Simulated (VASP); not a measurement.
Here is a VASP 6.6.1 calculation.

INCAR

```
SYSTEM = K7Br8
PREC = Accurate ; ENCUT = 520
EDIFF = 1E-6 ; ISMEAR = 0
SIGMA = 0.02 ; LREAL = Auto
LASPH = .True. ; NELM = 60
ALGO = Normal ; ISIF = 2
LWAVE = .False. ; LCHARG = .False.
NBANDS = 72 ; NELECT = 120.0
```

The input KPOINTS:

```
regular mesh
0
Gamma
  2 2 2
  0 0 0
```

POSCAR

```
K7Br8
1.0
    0.0000000000      6.3712539702     -6.3712539702
    6.3712539702      6.3712539702      0.0000000000
    6.3712539702      0.0000000000     -6.3712539702
K Br
7 8
Direct
    0.5000000000      0.0000000000      0.5000000000
    0.0000000000      0.0000000000      0.5000000000
    0.0000000000      0.5000000000      0.5000000000
    0.5000000000      0.0000000000      0.0000000000
    0.5000000000      0.5000000000      0.0000000000
    0.0000000000      0.0000000000      0.0000000000
    0.0000000000      0.5000000000      0.0000000000
    0.2456710833      0.7543289167      0.2456710833
    0.2500000000      0.2500000000      0.2500000000
    0.7543289167      0.7543289167      0.2456710833
    0.7543289167      0.2456710833      0.2456710833
    0.2456710833      0.7543289167      0.7543289167
    0.2456710833      0.2456710833      0.7543289167
    0.7500000000      0.7500000000      0.7500000000
    0.7543289167      0.2456710833      0.7543289167
```

Potentials or basis: VASP PAW LDA potentials, release 64 (K_sv, Br).

The run is started by

```console
$ cat potpaw_LDA.64/K_sv/POTCAR potpaw_LDA.64/Br/POTCAR > POTCAR
$ mpirun -np 1 vasp_std > vasp.out
```

Problem. Estimate the largest force.

Solution. 0.007 eV/Å.

Forces on the atoms (eV/Å):
```
K    0.000  0.000  0.000
K    0.000  0.000  0.000
K    0.000  0.000  0.000
K    0.000  0.000  0.000
K    0.000  0.000  0.000
K    0.000  0.000  0.000
K    0.000  0.000  0.000
Br   0.000  0.000  0.007
Br   0.000  0.000  0.000
Br   0.000  0.007  0.000
Br  -0.007  0.000  0.000
Br   0.007  0.000  0.000
Br   0.000 -0.007  0.000
Br   0.000  0.000  0.000
Br   0.000  0.000 -0.007
```

Caveat: the k points lie up to 0.43 Å⁻¹ apart; the cell carries a net charge on a neutralising background, which shifts energy and pressure.
